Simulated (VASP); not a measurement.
Here is a VASP 6.6.1 calculation.

Contents of INCAR:

```
SYSTEM = GaSe3
PREC = Accurate
ENCUT = 520
EDIFF = 1E-7
ISMEAR = 0
SIGMA = 0.1
LREAL = .FALSE.
LASPH = .TRUE.
NELM = 60
ALGO = Normal
ISIF = 2
LWAVE = .FALSE.
LCHARG = .TRUE.
GGA = PE
LELF = .TRUE.
LVHAR = .TRUE.
NBANDS = 24
```

The input KPOINTS:

```
regular mesh
0
G
  4 4 4
  0 0 0
```

File POSCAR:

```
GaSe3
1.0
   -3.0615283500      3.0615283500      3.0615283500
    3.0615283500     -3.0615283500      3.0615283500
    3.0615283500      3.0615283500     -3.0615283500
Ga Se
1 3
Direct
    0.0000000000      0.0000000000      0.0000000000
    0.0000000000      0.5000000000      0.5000000000
    0.5000000000      0.0000000000      0.5000000000
    0.5000000000      0.5000000000      0.0000000000
```

Potentials or basis: VASP PAW PBE potentials, release 64 (Ga_d, Se).

Command:

```sh
$ cat potpaw_PBE.64/Ga_d/POTCAR potpaw_PBE.64/Se/POTCAR > POTCAR
$ mpirun -np 1 vasp_std > vasp.out
```

Question: What does it give for the pressure?

Answer: -7.7 GPa.

Caveat: the k points lie up to 0.36 Å⁻¹ apart.
